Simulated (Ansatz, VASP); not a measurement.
## Two plane-wave programs on SiGe

```
Si Ge
1.0
     3.86979    0.00000    0.00000
    -1.93489    3.35133    0.00000
     0.00000    0.00000    6.39519
Si Ge
2 2
Direct
  0.66667 0.33333 0.87450
  0.33333 0.66667 0.37450
  0.66667 0.33333 0.50049
  0.33333 0.66667 0.00049
```

Alike in both runs: functional LDA; k mesh 12 × 12 × 6; occupations gaussian, width 0.02 eV; no spin polarisation.

Ansatz relaxed the structure, and its values are those at the end. VASP's run is a single point on that final structure, the one shown.

|  | VASP | Ansatz |
| --- | --- | --- |
| version | VASP 6.6.1 | Ansatz 0.2.0 |
| potentials or method | VASP PAW LDA potentials, release 64 (Si, Ge_d), cutoff 520 eV | scalar-relativistic, plane waves, PAW |
| valence electrons in the cell | 36 | 36 |

```csv
,VASP,Ansatz,Ansatz less VASP
gap on the k mesh at the Fermi level (eV),0.32,0.32,-0.001
least direct gap on the mesh (eV),0.44,0.43,-0.015
pressure (GPa),0.1,0.0,-0.07
```

LDA's correlation is that of Perdew and Zunger in VASP and of Perdew and Wang (1992) in Ansatz.
